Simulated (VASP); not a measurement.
Wanted: the native input for a VASP 6.6.1 run.

```yaml
Task: single point
Functional: r2SCAN
Potentials_or_basis: VASP PAW PBE potentials, release 64 (P)
Cutoff: 520 eV
k_mesh: 11 × 11 × 8
Occupations: fermi-dirac, width 0.05 eV
Spin: no spin polarisation
Dipole_correction: no
Further_INCAR_settings: ALGO = Normal; EDIFF = 1e-06; NBANDS = 18
```

The system is P.

```
P
1.0
     1.64974   -5.50931    0.00000
     1.64974    5.50931    0.00000
     0.00000    0.00000    4.55557
P
4
Direct
  0.09544 0.90456 0.08847
  0.59544 0.40456 0.41153
  0.90456 0.09544 0.91153
  0.40456 0.59544 0.58847
```

The input as run:

POSCAR

```
P
1.0
    1.6497430990     -5.5093137153      0.0000000000
    1.6497430990      5.5093137153      0.0000000000
    0.0000000000      0.0000000000      4.5555657433
P
4
Direct
    0.0954389487      0.9045610513      0.0884683146
    0.5954389487      0.4045610513      0.4115316854
    0.9045610513      0.0954389487      0.9115316854
    0.4045610513      0.5954389487      0.5884683146
```

INCAR.step1

```
PREC     = Accurate       # precision mode
ENCUT    = 520            # plane-wave cutoff, eV
ISMEAR   = -1             # smearing method
SIGMA    = 0.05           # smearing width, eV
LREAL    = F              # projectors in reciprocal space
LASPH    = T              # aspherical terms in the spheres
NELM     = 60             # most SCF steps
NBANDS   = 18             # bands
GGA      = PE             # functional
ALGO     = Normal         # electronic algorithm
EDIFF    = 1E-4           # SCF threshold, eV
LWAVE    = T              # write WAVECAR
LCHARG   = F              # write CHGCAR
```

INCAR.step2

```
PREC     = Accurate       # precision mode
ENCUT    = 520            # plane-wave cutoff, eV
EDIFF    = 1E-6           # SCF threshold, eV
ISMEAR   = -1             # smearing method
SIGMA    = 0.05           # smearing width, eV
LREAL    = F              # projectors in reciprocal space
LASPH    = T              # aspherical terms in the spheres
NELM     = 60             # most SCF steps
ALGO     = Normal         # electronic algorithm
ISIF     = 2              # what is computed and relaxed
LWAVE    = F              # write WAVECAR
LCHARG   = F              # write CHGCAR
METAGGA  = R2SCAN         # meta-GGA
LMIXTAU  = T            
NBANDS   = 18             # bands
ISTART   = 1
```

KPOINTS

```
regular mesh
0
Gamma
  11 11 8
```

Potentials or basis: VASP PAW PBE potentials, release 64 (P).

The run is started by

```console
$ cat potpaw_PBE.64/P/POTCAR > POTCAR
$ cp INCAR.step1 INCAR
$ mpirun -np 1 vasp_std > vasp.out
$ cp INCAR.step2 INCAR
$ mpirun -np 1 vasp_std > vasp.out
```

Results of the run:

```
Pressure               : -0.6 GPa
Largest force          : 0.099 eV/Å
Band gap on the k mesh : 0.34 eV
```

Caveat: the PAW data sets were made with another functional, which shifts forces and pressure a little.

It took 12 min on 1 thread of AMD EPYC 9R45 96-Core Processor (Zen 5), on a shared host, peak memory 0.36 GiB.
